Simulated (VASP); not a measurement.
TaN: electric field gradients with PBEsol

TaN:

```
Ta N
1.0
     3.05000    0.00000    0.00000
    -1.52500    2.64138    0.00000
     0.00000    0.00000    4.79180
Ta N
2 2
Cartesian
  0.0000 1.7609 0.0000
  1.5250 0.8805 2.3959
  0.0000 1.7609 1.8448
  1.5250 0.8805 4.2407
```

This cell differs from its parent crystal: zz strain of -3 %.

```yaml
Program: VASP 6.6.1
Task: electric field gradients
Functional: PBEsol
Potentials_or_basis: VASP PAW PBE potentials, release 64 (Ta_pv, N)
Cutoff: 520 eV
k_mesh: 9 × 9 × 5
Occupations: fermi-dirac, width 0.01 eV
Spin: no spin polarisation
Dipole_correction: no
Further_INCAR_settings: ALGO = Normal; EDIFF = 1e-08; NBANDS = 24
```

```json
{
 "Pressure": "150.9 GPa",
 "Largest force": "0.630 eV/Å",
 "Band gap on the k mesh": "zero (band 16 reaches 10.43 eV, above the bottom of band 17 at 8.26 eV)"
}
```

Forces in eV/Å, atoms in the order of the input:
```
Ta   0.000  0.000  0.630
Ta   0.000  0.000  0.630
N    0.000  0.000 -0.630
N    0.000  0.000 -0.630
```

Stress tensor (GPa, compression positive):
```
154.50   0.00   0.00
  0.00 154.50   0.00
  0.00   0.00 143.82
```

Levels at points of the mesh, in eV from the Fermi level:
| k point | band 13 | band 14 | band 15 | band 16 | band 17 | band 18 | band 19 | band 20 |
| --- | --- | --- | --- | --- | --- | --- | --- | --- |
| (0.00, 0.00, 0.00) | -7.96 | -7.26 | -1.10 | -1.10 | -0.22 | 2.11 | 2.73 | 2.73 |

Electric field gradients, principal values (V/Å²):
```tsv
atom	least	middle	greatest (by size)
1 Ta	-43.299	-43.300	86.599
2 Ta	-43.299	-43.300	86.599
3 N	-5.005	-5.006	10.011
4 N	-5.005	-5.006	10.011
```

It took 13 s on 1 thread of Intel(R) Xeon(R) 6975P-C (Granite Rapids) (shared host), peak memory 0.17 GiB.

Caveat: the cell differs from its parent crystal (zz strain of -3 %); without QUAD_EFG the Cq values of the log hold for a quadrupole moment of 1 mb, not for the nuclei; the PAW data sets were made with another functional, which shifts forces and pressure a little; spin-orbit coupling is left out, which moves the levels of the heavy elements.
